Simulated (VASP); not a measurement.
# Li3YIr3Pd (R-3m) in VASP: relaxation of cell and atoms with PBE

Aim: the relaxation of cell and atoms of Li3YIr3Pd with PBE.

Everything below comes from runs of VASP 6.6.1. Logs are shortened: lines on timing, memory, paths and dates and some standing lists are left out, and cuts for length are marked.

### Step 1. The cell of the first run

The structure is trigonal, space group R-3m (No. 166). Conventional cell: a = 5.650 Å, b = 5.650 Å, c = 13.186 Å, α = 90.00°, β = 90.00°, γ = 120.00°. Within 3.6 Å of Li (site symmetry 2/m) lie 2 Pd at 2.74 Å and 4 Ir at 2.74 Å and 4 Li at 2.82 Å and 2 Y at 2.82 Å. Within 3.6 Å of Y (site symmetry -3m) lie 6 Ir at 2.74 Å and 6 Li at 2.82 Å. Pd (site symmetry -3m) has 6 Li at 2.74 Å and 6 Ir at 2.82 Å within 3.6 Å. Ir (site symmetry 2/m) has 2 Y at 2.74 Å and 4 Li at 2.74 Å and 4 Ir at 2.82 Å and 2 Pd at 2.82 Å within 3.6 Å.

### Step 2. Relaxation of cell and atoms, PBE

File INCAR:

```
ALGO = Fast ; EDIFF = 1E-6
EDIFFG = -0.001 ; ENCUT = 600
GGA = PE ; IBRION = 2
ISIF = 3 ; ISMEAR = 0
LASPH = T ; LCHARG = F
LREAL = F ; LWAVE = F
NELM = 60 ; NSW = 80
PREC = Accurate ; SIGMA = 0.1
```

File KPOINTS:

```
k-points
0
Gamma
  6 6 6
```

File POSCAR:

```
Li3YIr3Pd
1.0
    2.8248360722      1.6309198667      4.3954771752
   -2.8248360722      1.6309198667      4.3954771752
    0.0000000000     -3.2618397334      4.3954771752
Li Y Pd Ir
3 1 1 3
Direct
    0.0000000000      0.0000000000      0.5000000000
    0.5000000000      0.0000000000      0.0000000000
    0.0000000000      0.5000000000      0.0000000000
    0.5000000000      0.5000000000      0.5000000000
    0.0000000000      0.0000000000      0.0000000000
    0.5000000000      0.5000000000      0.0000000000
    0.0000000000      0.5000000000      0.5000000000
    0.5000000000      0.0000000000      0.5000000000
```

Potentials or basis: VASP PAW PBE potentials, release 64 (Li_sv, Y_sv, Pd, Ir).

The run is started by

```bash
cat potpaw_PBE.64/Li_sv/POTCAR potpaw_PBE.64/Y_sv/POTCAR potpaw_PBE.64/Pd/POTCAR potpaw_PBE.64/Ir/POTCAR > POTCAR
mpirun -np 1 vasp_std > vasp.out
```

OUTCAR:

```text
EDIFF = 1E-6
   EDIFFG = -0.001
   ENCUT = 600
   GGA = PE
   IBRION = 2
   ISIF = 3
   ISMEAR = 0
   LASPH = T
   LREAL = F
   NELM = 60
   NSW = 80
   PREC = Accurate

 ion  position               nearest neighbor table
   1  0.000  0.000  0.500-   5 2.74   5 2.74   8 2.74   7 2.74   7 2.74   8 2.74   4 2.82   4 2.82

   2  0.500  0.000  0.000-   8 2.74   8 2.74   5 2.74   6 2.74   6 2.74   5 2.74   4 2.82   4 2.82

   3  0.000  0.500  0.000-   7 2.74   7 2.74   5 2.74   6 2.74   5 2.74   6 2.74   4 2.82   4 2.82

   4  0.500  0.500  0.500-   6 2.74   6 2.74   8 2.74   7 2.74   8 2.74   7 2.74   2 2.82   3 2.82
                             3 2.82   2 2.82   1 2.82   1 2.82
   5  0.000  0.000  0.000-   1 2.74   1 2.74   3 2.74   2 2.74   3 2.74   2 2.74   7 2.82   7 2.82
                             8 2.82   8 2.82   6 2.82   6 2.82
   6  0.500  0.500  0.000-   4 2.74   4 2.74   2 2.74   3 2.74   2 2.74   3 2.74   7 2.82   8 2.82
                             8 2.82   7 2.82   5 2.82   5 2.82
   7  0.000  0.500  0.500-   3 2.74   3 2.74   4 2.74   1 2.74   1 2.74   4 2.74   5 2.82   5 2.82
                             6 2.82   6 2.82   8 2.82   8 2.82
   8  0.500  0.000  0.500-   2 2.74   2 2.74   4 2.74   1 2.74   4 2.74   1 2.74   5 2.82   6 2.82
                             6 2.82   5 2.82   7 2.82   7 2.82

  LATTYP: Found a trigonal (rhomboedric) cell.
 ALAT       =     5.4735562520
 COS(alpha) =     0.4673065889

  Lattice vectors:

 A1 = (   2.8248360722,   1.6309198667,   4.3954771752)
 A2 = (  -2.8248360722,   1.6309198667,   4.3954771752)
 A3 = (   0.0000000000,  -3.2618397334,   4.3954771752)

Analysis of symmetry for initial positions (statically):
=====================================================================
 Subroutine PRICEL returns:
 Original cell was already a primitive cell.

 Routine SETGRP: Setting up the symmetry group for a
 trigonal (rhombohedral) supercell.

 Subroutine GETGRP returns: Found 12 space group operations
 (whereof 12 operations were pure point group operations)
 out of a pool of 12 trial point group operations.

The static configuration has the point symmetry D_3d.

Analysis of symmetry for dynamics (positions and initial velocities):
=====================================================================
 Subroutine PRICEL returns:
 Original cell was already a primitive cell.

 Routine SETGRP: Setting up the symmetry group for a
 trigonal (rhombohedral) supercell.

 Subroutine GETGRP returns: Found 12 space group operations
 (whereof 12 operations were pure point group operations)
 out of a pool of 12 trial point group operations.

The dynamic configuration has the point symmetry D_3d.

 Subroutine INISYM returns: Found 12 space group operations
 (whereof 12 operations are pure point group operations),
 and found     1 'primitive' translations

----------------------------------------------------------------------------------------

                                     Primitive cell

  volume of cell :     121.5019

  direct lattice vectors                    reciprocal lattice vectors
     2.824836072  1.630919867  4.395477175     0.177001421  0.102191818  0.075835528
    -2.824836072  1.630919867  4.395477175    -0.177001421  0.102191818  0.075835528
     0.000000000 -3.261839733  4.395477175     0.000000000 -0.204383637  0.075835528

  length of vectors
     5.473556252  5.473556252  5.473556252     0.217999308  0.217999308  0.217999308

  position of ions in fractional coordinates (direct lattice)
     0.000000000  0.000000000  0.500000000
     0.500000000  1.000000000  0.000000000
     1.000000000  0.500000000  0.000000000
     0.500000000  0.500000000  0.500000000
     0.000000000  0.000000000  0.000000000
     0.500000000  0.500000000  0.000000000
     1.000000000  0.500000000  0.500000000
     0.500000000  1.000000000  0.500000000

  ion indices of the primitive-cell ions
   primitive index   ion index
                 1           1
                 2           2
                 3           3
                 4           4
                 5           5
                 6           6
                 7           7
                 8           8

----------------------------------------------------------------------------------------

 KPOINTS: k-points

Automatic generation of k-mesh.
 Grid dimensions read from file:
 generate k-points for:    6    6    6

 Generating k-lattice:

  Cartesian coordinates                     Fractional coordinates (reciprocal lattice)
     0.029500237  0.017031970  0.012639255     0.166666667  0.000000000  0.000000000
    -0.029500237  0.017031970  0.012639255     0.000000000  0.166666667  0.000000000
     0.000000000 -0.034063939  0.012639255     0.000000000  0.000000000  0.166666667

  Length of vectors
     0.036333218  0.036333218  0.036333218

  Shift w.r.t. Gamma in fractional coordinates (k-lattice)
     0.000000000  0.000000000  0.000000000

 Subroutine IBZKPT returns following result:
 ===========================================

 Found     32 irreducible k-points:

 Following reciprocal coordinates:
            Coordinates               Weight
  0.000000  0.000000  0.000000      1.000000
  0.166667  0.000000  0.000000      6.000000
  0.333333  0.000000  0.000000      6.000000
  0.500000  0.000000  0.000000      3.000000
  0.166667  0.166667  0.000000      6.000000
  0.333333  0.166667  0.000000     12.000000
[... 16 lines left out ...]
  0.500000  0.500000  0.166667      6.000000
 -0.333333  0.500000  0.166667     12.000000
 [... further k-points ...]
   k-points           NKPTS =     32   k-points in BZ     NKDIM =     32   number of bands    NBANDS=     34
   number of dos      NEDOS =    301   number of ions     NIONS =      8
   total plane-waves  NPLWV = 110592
   dimension x,y,z NGX =    48 NGY =   48 NGZ =   48
   dimension x,y,z NGXF=    96 NGYF=   96 NGZF=   96
   ions per type =               3   1   1   3
   NGX,Y,Z   is equivalent  to a cutoff of  14.58, 14.58, 14.58 a.u.
   NGXF,Y,Z  is equivalent  to a cutoff of  29.16, 29.16, 29.16 a.u.
 SYSTEM =  unknown system
   PREC   = accura    normal or accurate (medium, high low for compatibility)
   ISTART =      0    job   : 0-new  1-cont  2-samecut
   ICHARG =      2    charge: 1-file 2-atom 10-const
   ISPIN  =      1    spin polarized calculation?
   LNONCOLLINEAR =      F non collinear calculations
   LSORBIT =      F    spin-orbit coupling
   LASPH  =      T    aspherical Exc in radial PAW
   ENCUT  =  600.0 eV  44.10 Ry    6.64 a.u.  10.93 10.93 10.93*2*pi/ulx,y,z
   NELM   =     60;   NELMIN=  2; NELMDL= -5     # of ELM steps
   EDIFF  = 0.1E-05   stopping-criterion for ELM
   LREAL  =      F    real-space projection
   EDIFFG = -.1E-02   stopping-criterion for IOM
   NSW    =     80    number of steps for IOM
   IBRION =      2    ionic relax: 0-MD 1-quasi-New 2-CG
   NFREE  =      1    steps in history (QN), initial steepest desc. (CG)
   ISIF   =      3    stress and relaxation
   ISYM   =      2    0-nonsym 1-usesym 2-fastsym
   POTIM  = 0.5000    time-step for ionic-motion
   TEBEG  =    0.0;   TEEND  =   0.0 temperature during run
   PSTRESS=    0.0 pullay stress
   NELECT =      57.0000    total number of electrons
   NUPDOWN=      -1.0000    fix difference up-down
   EMIN   =  10.00;   EMAX   =-10.00  energy-range for DOS
   EFERMI =   0.00;   METHOD = LEGACY
   ISMEAR =     0;   SIGMA  =   0.10  broadening in eV -4-tet -1-fermi 0-gaus
   EFERMI_NEDOS =   21; number of points for ismear=-14 and -15
   IALGO  =     68    algorithm
   IMIX   =      4    mixing-type and parameters
     AMIX     =   0.40;   BMIX     =  1.00
     AMIX_MAG =   1.60;   BMIX_MAG =  1.00
  volume/ion in A,a.u.               =      15.19       102.49
  Fermi-wavevector in a.u.,A,eV,Ry     =   1.272054  2.403833 22.015863  1.618120
  Thomas-Fermi vector in A             =   2.404953
   LORBIT       =      0    0 simple, 1 ext, 2 COOP (PROOUT), +10 PAW based schemes
   GGA     = PE    functional components
   LHFCALC =     F    Hartree Fock is set to
   AEXX    =    0.0000 exact exchange contribution
   IVDW    =     0    specifies the selected vdW correction
   LEPSILON=     F    determine dielectric tensor
   LRPA    =     F    only Hartree local field effects (RPA)
 conjugate gradient relaxation of ions
 non-spin polarized calculation
 RMM-DIIS sequential band-by-band and
 Gauss-broadening in eV      SIGMA  =   0.10
  energy-cutoff  :      600.00
  volume of cell :      121.50
 maximum number of plane-waves:      4076
 NGX is ok and might be reduce to    48
   NGX = 21   NGY = 21   NGZ = 21

--------------------------------------- Ionic step        1  -------------------------------------------

 number of electron      56.9999997 magnetization

 Free energy of the ion-electron system (eV)
  ---------------------------------------------------
  ext. energy  EPLUGINS =         0.00000000
  ---------------------------------------------------
  free energy    TOTEN  =       -46.06449585 eV

  energy without entropy =      -46.03165263  energy(sigma->0) =      -46.04807424

------------------------ aborting loop EDIFF was not reached (unconverged)  ----------------------------

  FORCE on cell =-STRESS in cart. coord.  units (eV):
  Direction    XX          YY          ZZ          XY          YZ          ZX
  --------------------------------------------------------------------------------------
  -------------------------------------------------------------------------------------
  Total        0.0436325      0.0436325     -0.0433222      0.0000000      0.0000000      0.0000000
  in kB        0.5753571      0.5753571     -0.5712655      0.0000000      0.0000000      0.0000000
  external PRESSURE =       0.1931496 kB  Pullay stress =       0.0000000 kB
[... 107 lines left out ...]
  FREE ENERGIE OF THE ION-ELECTRON SYSTEM (eV)
  ---------------------------------------------------
  free  energy   TOTEN  =       -46.0651896340 eV

  energy  without entropy=      -46.0323862315  energy(sigma->0) =      -46.04878793

[... ionic steps 4 to 20 ...]

--------------------------------------- Ionic step       21  -------------------------------------------

 number of electron      56.9999997 magnetization

------------------------ aborting loop because EDIFF is reached ----------------------------------------
[... 79 lines left out ...]
--------------------------------------- Ionic step       23  -------------------------------------------

 number of electron      56.9999997 magnetization

 Free energy of the ion-electron system (eV)
  ---------------------------------------------------
  ext. energy  EPLUGINS =         0.00000000
  ---------------------------------------------------
  free energy    TOTEN  =       -46.06523415 eV

  energy without entropy =      -46.03245476  energy(sigma->0) =      -46.04884445

 E-fermi :   5.7894     XC(G=0): -11.3330

 val. band max:        5.7885742891   @ k =   0.5000   0.3333   0.0000
 cond. band min:       5.7909432990   @ k =  -0.1667   0.3333   0.1667
 fundamental gap:      0.0023690099
 Fermi energy:         5.7894220672

 k-point     1 :       0.0000    0.0000    0.0000
  band No.  band energies     occupation
      1     -39.7907      2.00000
      2     -39.7660      2.00000
      3     -39.7660      2.00000
      4     -35.9928      2.00000
      5     -16.2108      2.00000
      6     -16.2108      2.00000
[... 877 lines left out ...]
     33       8.0193      0.00000
     34       8.4545      0.00000

 [... further k-points ...]

------------------------ aborting loop because EDIFF is reached ----------------------------------------

  FORCE on cell =-STRESS in cart. coord.  units (eV):
  Direction    XX          YY          ZZ          XY          YZ          ZX
  --------------------------------------------------------------------------------------
  -------------------------------------------------------------------------------------
  Total       -0.0000257     -0.0000257     -0.0075899      0.0000000      0.0000000      0.0000000
  in kB       -0.0003387     -0.0003387     -0.1001476      0.0000000      0.0000000      0.0000000
  external PRESSURE =      -0.0336083 kB  Pullay stress =       0.0000000 kB
[... 23 lines left out ...]
  FREE ENERGIE OF THE ION-ELECTRON SYSTEM (eV)
  ---------------------------------------------------
  free  energy   TOTEN  =       -46.0652341522 eV

  energy  without entropy=      -46.0324547559  energy(sigma->0) =      -46.04884445

 reached required accuracy - stopping structural energy minimisation
```

Wall time 32 min (1 thread of Intel Xeon Platinum 8488C (Sapphire Rapids), shared host); peak memory 0.48 GiB.

What came out:

```
Free energy                           : -46.0652 eV
Relaxed volume                        : 15.18 Å³/atom
Relaxed cell                          : a = 5.471 Å, b = 5.471 Å, c = 5.471 Å, α = 62.18°, β = 62.18°, γ = 62.18°
Space group after relaxing (to 0.1 Å) : R-3m (No. 166)
Energy gained by relaxing             : 0.1 meV/atom
Ionic steps                           : 23
Pressure after relaxing               : 0.0 GPa
Band gap on the k mesh                : zero (an odd number of electrons rules out a gap without spin polarisation)
```

The path:
| step | energy change (eV) | largest force (eV/Å) | pressure (GPa) | volume (Å³) |
| --- | --- | --- | --- | --- |
| 1 | 0.0000 | 0.0000 | 0.02 | 121.50 |
| 2 | -0.0007 | 0.0000 | -0.12 | 121.53 |
| 3 | -0.0007 | 0.0000 | -0.12 | 121.53 |
| 4 | -0.0007 | 0.0000 | -0.11 | 121.53 |
| 5 | -0.0007 | 0.0000 | -0.09 | 121.51 |
| 6 | -0.0007 | 0.0000 | -0.10 | 121.52 |
| 7 | -0.0007 | 0.0000 | -0.10 | 121.52 |
| 8 | -0.0007 | 0.0000 | -0.10 | 121.51 |
| 9 | -0.0007 | 0.0000 | -0.09 | 121.51 |
| 10 | -0.0007 | 0.0000 | -0.10 | 121.50 |
| 11 | -0.0007 | 0.0000 | -0.08 | 121.50 |
| 12 | -0.0007 | 0.0000 | -0.11 | 121.50 |
| 13 | -0.0007 | 0.0000 | -0.07 | 121.48 |
| 14 | -0.0007 | 0.0000 | -0.04 | 121.45 |
| 15 | -0.0007 | 0.0000 | 0.04 | 121.39 |
| 16 | -0.0007 | 0.0000 | 0.00 | 121.43 |
| 17 | -0.0007 | 0.0000 | -0.03 | 121.43 |
| 18 | -0.0007 | 0.0000 | 0.01 | 121.43 |
| 19 | -0.0007 | 0.0000 | -0.02 | 121.43 |
| 20 | -0.0007 | 0.0000 | 0.00 | 121.43 |
| 21 | -0.0007 | 0.0000 | 0.01 | 121.42 |
| 22 | -0.0007 | 0.0000 | 0.00 | 121.42 |
| 23 | -0.0007 | 0.0000 | 0.00 | 121.42 |

Final structure:
```yaml
crystal:
  lattice:
    - [2.82507, 1.63105, 4.39197]
    - [-2.82507, 1.63105, 4.39197]
    - [0.00000, -3.26211, 4.39197]
  atoms:
    - { symbol: Li, position: [0.00000, 0.00000, 0.50000] }
    - { symbol: Li, position: [0.50000, 0.00000, 0.00000] }
    - { symbol: Li, position: [0.00000, 0.50000, 0.00000] }
    - { symbol: Y, position: [0.50000, 0.50000, 0.50000] }
    - { symbol: Pd, position: [0.00000, 0.00000, 0.00000] }
    - { symbol: Ir, position: [0.50000, 0.50000, 0.00000] }
    - { symbol: Ir, position: [0.00000, 0.50000, 0.50000] }
    - { symbol: Ir, position: [0.50000, 0.00000, 0.50000] }
```

Caveat: the cutoff is under 1.25 times the usual one of these potentials, so pressure, stress and relaxed cells hold a basis-set (Pulay) error; spin-orbit coupling is left out, which moves the levels of the heavy elements.
